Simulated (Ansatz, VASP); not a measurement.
SnO2: VASP beside Ansatz

File INCAR:

```
PREC     = Accurate       # precision mode
ENCUT    = 520            # plane-wave cutoff, eV
EDIFF    = 1E-6           # SCF threshold, eV
ISMEAR   = -1             # smearing method
SIGMA    = 0.05           # smearing width, eV
LREAL    = F              # projectors in reciprocal space
LASPH    = T              # aspherical terms in the spheres
NELM     = 80             # most SCF steps
ALGO     = Normal         # electronic algorithm
ISIF     = 2              # what is computed and relaxed
LWAVE    = F              # write WAVECAR
LCHARG   = F              # write CHGCAR
GGA      = PS             # functional
NBANDS   = 35             # bands
```

The input KPOINTS:

```
Automatic mesh
0
Gamma
  6 6 8
```

Contents of POSCAR:

```
SnO2
1.0
    4.7062003841      0.0000000000      0.0000000000
    0.0000000000      4.7062003841      0.0000000000
    0.0000000000      0.0000000000      3.1651134496
Sn O
2 4
Direct
    0.5000000000      0.5000000000      0.5000000000
    0.0000000000      0.0000000000      0.0000000000
    0.8071000000      0.1929000000      0.5000000000
    0.6929000000      0.6929000000      0.0000000000
    0.1929000000      0.8071000000      0.5000000000
    0.3071000000      0.3071000000      0.0000000000
```

Contents of input.yaml:

```yaml
crystal:
  lattice:
    - [4.7062003841, 0.0, 0.0]
    - [0.0, 4.7062003841, 0.0]
    - [0.0, 0.0, 3.1651134496]
  atoms:
    - { symbol: Sn, position: [0.5, 0.5, 0.5] }
    - { symbol: Sn, position: [0.0, 0.0, 0.0] }
    - { symbol: O, position: [0.8071, 0.1929, 0.5] }
    - { symbol: O, position: [0.6929, 0.6929, 0.0] }
    - { symbol: O, position: [0.1929, 0.8071, 0.5] }
    - { symbol: O, position: [0.3071, 0.3071, 0.0] }
kpoints:
  mp_grid: { grid: [6, 6, 8] }
scf:
  occupations: { method: fermi_dirac, width: 0.05 }
hamiltonian:
  xc: pbesol
  pseudopotentials: { kind: all_electron, lapw: { basis_error: 0.001 } }
output:
  forces: true
  stress: true
  eigenvalues: true
```

Change from the starting cell: volume scaled by 0.98.

Alike in both runs: task single point; functional PBEsol; k mesh 6 × 6 × 8; occupations fermi-dirac, width 0.05 eV; no spin polarisation.

|  | VASP | Ansatz |
| --- | --- | --- |
| version | VASP 6.6.1 | Ansatz 0.2.0 |
| potentials or method | VASP PAW PBE potentials, release 64 (Sn_d, O), cutoff 520 eV | all-electron LAPW, scalar-relativistic |

```tsv
	VASP	Ansatz	Ansatz less VASP
gap on the k mesh at the Fermi level (eV)	1.41	1.42	+0.008
least direct gap on the mesh (eV)	1.41	1.42	+0.008
pressure (GPa)	10.2	9.4	-0.79
traceless stress, the component that is largest in VASP (GPa)	2.52	2.25	-0.264
rms of the force components (eV/Å)	0.149	0.138	-0.0104
```

VASP's potentials were made for PBE, not for PBEsol. Atom by atom the forces differ by 0.010 eV/Å (rms over components). Ansatz ran all-electron here, and VASP with PAW potentials.
